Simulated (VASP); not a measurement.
Here is a VASP 6.6.1 calculation.

The input INCAR:

```
PREC = Accurate
ENCUT = 520
EDIFF = 1E-6
ISMEAR = 0
SIGMA = 0.05
LREAL = False
LASPH = True
NELM = 60
ALGO = Normal
ISIF = 2
LWAVE = False
LCHARG = True
GGA = PE
LELF = True
LVHAR = True
NBANDS = 19
```

The input KPOINTS:

```
Automatic mesh
0
Gamma
  10 10 6
```

Contents of POSCAR:

```
TiTe2
1.0
    3.7535985663      0.0000000000      0.0000000000
   -1.8767992832      3.2507117140      0.0000000000
    0.0000000000      0.0000000000      6.9305815260
Ti Te
1 2
Direct
    0.0000000000      0.0000000000      0.0000000000
    0.3333333333      0.6666666667      0.2510963485
    0.6666666667      0.3333333333      0.7489036515
```

Potentials or basis: VASP PAW PBE potentials, release 64 (Ti_sv, Te).

Launch:

```console
$ cat potpaw_PBE.64/Ti_sv/POTCAR potpaw_PBE.64/Te/POTCAR > POTCAR
$ mpirun -np 1 vasp_std > vasp.out
```

(1) Predict the pressure.

(2) What does it give for the band gap on the k mesh?

Answers

(1) 0.1 GPa.

(2) zero (bands 12 and 13 overlap by 0.69 eV).

Caveat: spin-orbit coupling is left out, which moves the levels of the heavy elements; this functional lacks dispersion, which binds the layers, so the pressure and a relaxed spacing across them are unreliable.
